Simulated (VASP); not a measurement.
# Mn (P6_3/mmc) in VASP: a series of runs

Runs on Mn. Level: PBEsol. Tasks: single point.

Program: VASP 6.6.1. These are calculated values, not measurements. Logs are shortened: lines on timing, memory, paths and dates and some standing lists are left out, and cuts for length are marked.

## (1) The cell of the first run

It takes space group P6_3/mmc (No. 194, hexagonal). Conventional cell: a = 2.409 Å, b = 2.409 Å, c = 4.147 Å, α = 90.00°, β = 90.00°, γ = 120.00°. Within 3.2 Å of Mn (site symmetry -6m2) lie 12 Mn at 2.41 to 2.50 Å.

## (2) Single point, PBEsol (strain -0.030 along x and y, +0.030 along z)

The input, INCAR:

```
SYSTEM = Mn
PREC     = Accurate       ! precision mode
ENCUT    = 520            ! plane-wave cutoff, eV
EDIFF    = 1E-7           ! SCF threshold, eV
ISMEAR   = 0              ! smearing method
SIGMA    = 0.15           ! smearing width, eV
LREAL    = .FALSE.        ! projectors in reciprocal space
LASPH    = .TRUE.         ! aspherical terms in the spheres
NELM     = 80             ! most SCF steps
ALGO     = Fast           ! electronic algorithm
ISIF     = 2              ! what is computed and relaxed
LWAVE    = .FALSE.        ! write WAVECAR
LCHARG   = .TRUE.         ! write CHGCAR
GGA      = PS             ! functional
LELF     = .TRUE.         ! ELF
LVHAR    = .TRUE.       
NBANDS   = 20             ! bands
```

The input, KPOINTS:

```
regular mesh
0
G
  21 21 12
  0 0 0
```

The input, POSCAR:

```
Mn
1.0
    2.4091363974      0.0000000000      0.0000000000
   -1.2045681987      2.0863733214      0.0000000000
    0.0000000000      0.0000000000      4.1469808500
Mn
2
Direct
    0.6666666667      0.3333333333      0.7500000000
    0.3333333333      0.6666666667      0.2500000000
```

Potentials or basis: VASP PAW PBE potentials, release 64 (Mn_pv).

Command:

```
> cat potpaw_PBE.64/Mn_pv/POTCAR > POTCAR
> mpirun -np 1 vasp_std > vasp.out
```

OUTCAR:

```text
SYSTEM = Mn
   PREC = Accurate
   ENCUT = 520
   EDIFF = 1E-7
   ISMEAR = 0
   LREAL = .FALSE.
   LASPH = .TRUE.
   NELM = 80
   ISIF = 2
   GGA = PS

 ion  position               nearest neighbor table
   1  0.667  0.333  0.750-   2 2.50   2 2.50   2 2.50   2 2.50   2 2.50   2 2.50
   2  0.333  0.667  0.250-   1 2.50   1 2.50   1 2.50   1 2.50   1 2.50   1 2.50

  LATTYP: Found a hexagonal cell.
 ALAT       =     2.4091363974
 C/A-ratio  =     1.7213557748

  Lattice vectors:

 A1 = (   2.4091363974,   0.0000000000,   0.0000000000)
 A2 = (  -1.2045681987,   2.0863733214,   0.0000000000)
 A3 = (   0.0000000000,   0.0000000000,   4.1469808500)

Analysis of symmetry for initial positions (statically):
=====================================================================
 Subroutine PRICEL returns:
 Original cell was already a primitive cell.

 Routine SETGRP: Setting up the symmetry group for a
 hexagonal supercell.

 Subroutine GETGRP returns: Found 24 space group operations
 (whereof 12 operations were pure point group operations)
 out of a pool of 24 trial point group operations.

The static configuration has the point symmetry D_3d.
 The point group associated with its full space group is D_6h.

Analysis of symmetry for dynamics (positions and initial velocities):
=====================================================================
 Subroutine PRICEL returns:
 Original cell was already a primitive cell.

 Routine SETGRP: Setting up the symmetry group for a
 hexagonal supercell.

 Subroutine GETGRP returns: Found 24 space group operations
 (whereof 12 operations were pure point group operations)
 out of a pool of 24 trial point group operations.

The dynamic configuration has the point symmetry D_3d.
 The point group associated with its full space group is D_6h.

 Subroutine INISYM returns: Found 24 space group operations
 (whereof 12 operations are pure point group operations),
 and found     1 'primitive' translations

----------------------------------------------------------------------------------------

                                     Primitive cell

  volume of cell :      20.8442

  direct lattice vectors                    reciprocal lattice vectors
     2.409136397  0.000000000  0.000000000     0.415086502  0.239650304  0.000000000
    -1.204568199  2.086373321  0.000000000     0.000000000  0.479300607  0.000000000
     0.000000000  0.000000000  4.146980850     0.000000000  0.000000000  0.241139286

  length of vectors
     2.409136397  2.409136397  4.146980850     0.479300607  0.479300607  0.241139286
[... 75 lines left out ...]
   ISPIN  =      1    spin polarized calculation?
   LNONCOLLINEAR =      F non collinear calculations
   LSORBIT =      F    spin-orbit coupling
   LASPH  =      T    aspherical Exc in radial PAW
   ENCUT  =  520.0 eV  38.22 Ry    6.18 a.u.   4.48  4.48  7.71*2*pi/ulx,y,z
   NELM   =     80;   NELMIN=  2; NELMDL= -5     # of ELM steps
   EDIFF  = 0.1E-06   stopping-criterion for ELM
   LREAL  =      F    real-space projection
   EDIFFG = 0.1E-05   stopping-criterion for IOM
   NSW    =      0    number of steps for IOM
   IBRION =     -1    ionic relax: 0-MD 1-quasi-New 2-CG
   NFREE  =      0    steps in history (QN), initial steepest desc. (CG)
   ISIF   =      2    stress and relaxation
   ISYM   =      2    0-nonsym 1-usesym 2-fastsym
   POTIM  = 0.5000    time-step for ionic-motion
   TEBEG  =    0.0;   TEEND  =   0.0 temperature during run
   PSTRESS=    0.0 pullay stress
   NELECT =      26.0000    total number of electrons
   NUPDOWN=      -1.0000    fix difference up-down
   EMIN   =  10.00;   EMAX   =-10.00  energy-range for DOS
   EFERMI =   0.00;   METHOD = LEGACY
   ISMEAR =     0;   SIGMA  =   0.15  broadening in eV -4-tet -1-fermi 0-gaus
   EFERMI_NEDOS =   21; number of points for ismear=-14 and -15
   IALGO  =     68    algorithm
   IMIX   =      4    mixing-type and parameters
     AMIX     =   0.40;   BMIX     =  1.00
     AMIX_MAG =   1.60;   BMIX_MAG =  1.00
  volume/ion in A,a.u.               =      10.42        70.33
  Fermi-wavevector in a.u.,A,eV,Ry     =   1.762263  3.330195 42.253872  3.105572
  Thomas-Fermi vector in A             =   2.830670
   LORBIT       =      0    0 simple, 1 ext, 2 COOP (PROOUT), +10 PAW based schemes
   GGA     = PS    functional components
   LHFCALC =     F    Hartree Fock is set to
   AEXX    =    0.0000 exact exchange contribution
   IVDW    =     0    specifies the selected vdW correction
   LEPSILON=     F    determine dielectric tensor
   LRPA    =     F    only Hartree local field effects (RPA)
 non-spin polarized calculation
 RMM-DIIS sequential band-by-band and
 Gauss-broadening in eV      SIGMA  =   0.15
  energy-cutoff  :      520.00
  volume of cell :       20.84
 maximum number of plane-waves:       592
 NGX is ok and might be reduce to    18
   NGX =  9   NGY =  9   NGZ = 15

 number of electron      25.9999992 magnetization

 Free energy of the ion-electron system (eV)
  ---------------------------------------------------
  ext. energy  EPLUGINS =         0.00000000
  ---------------------------------------------------
  free energy    TOTEN  =       -19.36172920 eV

  energy without entropy =      -19.33170512  energy(sigma->0) =      -19.34671716

 E-fermi :  10.6993     XC(G=0): -14.3745

 val. band max:       10.6986146989   @ k =   0.3810   0.0476   0.5000
 cond. band min:      10.7014137400   @ k =   0.3810   0.0952   0.2500
 fundamental gap:      0.0027990411
 Fermi energy:        10.6993275779

 k-point     1 :       0.0000    0.0000    0.0000
  band No.  band energies     occupation
      1     -37.5203      2.00000
      2     -36.7727      2.00000
      3     -36.7234      2.00000
      4     -36.7234      2.00000
      5     -36.6415      2.00000
      6     -36.6415      2.00000
[... 541 lines left out ...]
     19      19.5922      0.00000
     20      26.7988      0.00000

 [... further k-points ...]
[... 5 lines left out ...]
  --------------------------------------------------------------------------------------
  -------------------------------------------------------------------------------------
  Total        0.8285279      0.8285279     -2.4077471      0.0000000      0.0000000     -0.0000000
  in kB       63.6842869     63.6842869   -185.0699971      0.0000000      0.0000000     -0.0000000
  external PRESSURE =     -19.2338077 kB  Pullay stress =       0.0000000 kB

 VOLUME and BASIS-vectors are now :
 -----------------------------------------------------------------------------
  energy-cutoff  :      520.00
  volume of cell :       20.84
      direct lattice vectors                 reciprocal lattice vectors
     2.409136397  0.000000000  0.000000000     0.415086502  0.239650304  0.000000000
    -1.204568199  2.086373321  0.000000000     0.000000000  0.479300607  0.000000000
     0.000000000  0.000000000  4.146980850     0.000000000  0.000000000  0.241139286

 POSITION                                       TOTAL-FORCE (eV/Angst)
 -----------------------------------------------------------------------------------
      1.20457      0.69546      3.11024         0.000000     -0.000000      0.000000
     -0.00000      1.39092      1.03675        -0.000000      0.000000      0.000000
 -----------------------------------------------------------------------------------
    total drift:                               -0.000000      0.000000     -0.000000

  FREE ENERGIE OF THE ION-ELECTRON SYSTEM (eV)
  ---------------------------------------------------
  free  energy   TOTEN  =       -19.3617292031 eV

  energy  without entropy=      -19.3317051153  energy(sigma->0) =      -19.34671716
```

OSZICAR:

```text
N       E                     dE             d eps       ncg     rms          rms(c)
DAV:   1     0.244481106795E+03    0.24448E+03   -0.15754E+04 13596   0.185E+03
DAV:   2    -0.137459187312E+02   -0.25823E+03   -0.25017E+03 13496   0.459E+02
DAV:   3    -0.230224336926E+02   -0.92765E+01   -0.91926E+01 14328   0.103E+02
DAV:   4    -0.231144179517E+02   -0.91984E-01   -0.91975E-01 14520   0.101E+01
DAV:   5    -0.231162190958E+02   -0.18011E-02   -0.18011E-02 14600   0.143E+00    0.207E+01
RMM:   6    -0.194898314540E+02    0.36264E+01   -0.16011E+01 14145   0.415E+01    0.285E+00
RMM:   7    -0.193856728312E+02    0.10416E+00   -0.57925E-01 14351   0.840E+00    0.107E+00
RMM:   8    -0.193652106050E+02    0.20462E-01   -0.34985E-02 14444   0.178E+00    0.443E-01
RMM:   9    -0.193616373387E+02    0.35733E-02   -0.68448E-03 14622   0.107E+00    0.634E-02
RMM:  10    -0.193617514899E+02   -0.11415E-03   -0.13172E-03 16650   0.430E-01    0.494E-02
RMM:  11    -0.193617363837E+02    0.15106E-04   -0.94663E-05 14923   0.110E-01    0.175E-02
RMM:  12    -0.193617240099E+02    0.12374E-04   -0.21579E-05 14663   0.490E-02    0.572E-03
RMM:  13    -0.193617277720E+02   -0.37621E-05   -0.48980E-06 16243   0.223E-02    0.271E-03
RMM:  14    -0.193617291921E+02   -0.14201E-05   -0.11915E-06 13094   0.915E-03    0.715E-03
RMM:  15    -0.193617292031E+02   -0.10942E-07   -0.37561E-07 10827   0.620E-03
   1 F= -.19361729E+02 E0= -.19346717E+02  d E =-.300241E-01
```

stdout:

```text
POSCAR found type information on POSCAR Mn
 POSCAR found :  1 types and       2 ions
 scaLAPACK will be used
 -----------------------------------------------------------------------------
|                                                                             |
|                                                                             |
|     You enforced a specific xc type in the INCAR file but a different       |
|     I HOPE YOU KNOW WHAT YOU ARE DOING!                                     |
|                                                                             |
 -----------------------------------------------------------------------------

 LDA part: xc-table for (Slater+PW92), standard interpolation
 POSCAR, INCAR and KPOINTS ok, starting setup
 FFT: planning ... GRIDC
 FFT: planning ... GRID_SOFT
 FFT: planning ... GRID
 WAVECAR not read
 entering main loop
```

It took 1.8 min on 1 thread of Intel Xeon Platinum 8375C at 2.90GHz (Ice Lake), shared host; peak memory 0.22 GiB.

Results:

```yaml
Free_energy: -19.3617 eV
Pressure: -1.9 GPa
Band_gap_on_the_k_mesh: zero (band 13 reaches 11.68 eV, above the bottom of band 14 at 9.70 eV)
```

Stress tensor (GPa, compression positive):
```
  6.37   0.00   0.00
  0.00   6.37   0.00
  0.00   0.00 -18.51
```

Caveat: the cell differs from its parent crystal (strain -0.030 along x and y, +0.030 along z); the PAW data sets were made with another functional, which shifts forces and pressure a little; the run has no spin polarisation, though such a crystal can be magnetic. Spin polarisation is off, so any magnetic state and its effect on volume and gap are missing.

## (3) Single point, PBEsol (strain +0.000 along x and y, -0.030 along z)

The input, INCAR:

```
  PREC = Accurate
  ENCUT = 520
  EDIFF = 1E-7
  ISMEAR = 0
  SIGMA = 0.15
  LREAL = F
  LASPH = T
  NELM = 100
  ALGO = Fast
  ISIF = 2
  LWAVE = F
  LCHARG = T
  GGA = PS
  LELF = T
  LVHAR = T
  NBANDS = 20
```

The input, KPOINTS:

```
regular mesh
0
Gamma
  21 21 12
```

The input, POSCAR:

```
Mn
1.0
    2.4836457705      0.0000000000      0.0000000000
   -1.2418228852      2.1509003313      0.0000000000
    0.0000000000      0.0000000000      3.9054091500
Mn
2
Direct
    0.6666666667      0.3333333333      0.7500000000
    0.3333333333      0.6666666667      0.2500000000
```

Potentials or basis: VASP PAW PBE potentials, release 64 (Mn_pv).

Command:

```
> cat potpaw_PBE.64/Mn_pv/POTCAR > POTCAR
> mpirun -np 1 vasp_std > vasp.out
```

Run time: 2.5 min. Hardware: 1 thread of Intel Xeon Platinum 8375C at 2.90GHz (Ice Lake), shared host; peak memory 0.22 GiB.

The run converged. Its results:

- Free energy: -19.4163 eV
- Pressure: -3.1 GPa
- Band gap on the k mesh: zero (band 13 reaches 11.64 eV, above the bottom of band 14 at 9.47 eV)

Stress tensor (GPa, compression positive):
```
-6.30  0.00  0.00
 0.00 -6.30  0.00
 0.00  0.00  3.23
```

Levels at points of the mesh, in eV from the Fermi level:
| k point | band 11 | band 12 | band 13 | band 14 | band 15 | band 16 |
| --- | --- | --- | --- | --- | --- | --- |
| (0.00, 0.00, 0.00) | -0.77 | -0.46 | -0.46 | -0.08 | -0.08 | 1.17 |
| (0.00, 0.00, 0.50) | -1.14 | -1.14 | -1.14 | -1.14 | 1.28 | 1.28 |

Caveat: the cell differs from its parent crystal (strain +0.000 along x and y, -0.030 along z); the PAW data sets were made with another functional, which shifts forces and pressure a little; the run has no spin polarisation, though such a crystal can be magnetic. Spin polarisation is off, so any magnetic state and its effect on volume and gap are missing.
